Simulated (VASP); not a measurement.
The system is NaSnCl3.

```
Na Sn Cl
1.0
     5.52801    0.00000    0.00000
     0.00000    5.52801    0.00000
     0.00000    0.00000    5.52801
Na Sn Cl
1 1 3
Direct
  0.00000 0.00000 0.00000
  0.50000 0.50000 0.50000
  0.50000 0.50000 0.00000
  0.50000 0.00000 0.50000
  0.00000 0.50000 0.50000
```

Base run:

```yaml
Program: VASP 6.6.1
Functional: r2SCAN
Potentials_or_basis: VASP PAW PBE potentials, release 64 (Na_pv, Sn_d, Cl)
Cutoff: 520 eV
k_mesh: 6 × 6 × 6
Occupations: gaussian, width 0.01 eV
Spin: no spin polarisation
```

Its results: band gap on the k mesh 0.96 eV; pressure -0.2 GPa.

The run is repeated on the same cell with these changes: functional from r2SCAN to PBE. What comes out?

Band gap on the k mesh 0.61 eV (least direct gap 0.78 eV); pressure 0.4 GPa.

Caveats: spin-orbit coupling is left out, which moves the levels of the heavy elements; the PAW data sets were made with another functional, which shifts forces and pressure a little (at least some runs); semilocal functionals underestimate gaps, and a narrow one can read as zero (at least some runs).

A k mesh can miss the band edges.
